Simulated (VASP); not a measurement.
Here is a VASP 6.6.1 calculation.

File INCAR:

```
SYSTEM = Co
ALGO = Normal
EDIFF = 1E-6
ENCUT = 520
ISIF = 2
ISMEAR = -1
ISPIN = 2
LASPH = .True.
LCHARG = .False.
LMAXMIX = 4
LORBIT = 11
LREAL = .False.
LWAVE = .False.
MAGMOM = 2 2 2 2
NBANDS = 30
NELM = 150
PREC = Accurate
SIGMA = 0.05
```

KPOINTS

```
k-points
0
Gamma
  12 12 4
  0 0 0
```

The input POSCAR:

```
Co
1.0
    2.4869235940      0.0000000000      0.0000000000
   -1.2434617971      2.1537390097      0.0000000000
    0.0000000000      0.0000000000      8.1417998233
Co
4
Direct
    0.6666666667      0.3333333333      0.7500000000
    0.0000000000      0.0000000000      0.5000000000
    0.3333333333      0.6666666667      0.2500000000
    0.0000000000      0.0000000000      0.0000000000
```

Potentials or basis: VASP PAW LDA potentials, release 64 (Co).

The run is started by

```console
$ cat potpaw_LDA.64/Co/POTCAR > POTCAR
$ mpirun -np 1 vasp_std > vasp.out
```

(1) Predict the net moment.

(2) What does it give for the site moments?

Answers

(1) 6.28 μB per cell.

(2) Co +1.58, +1.56 μB.
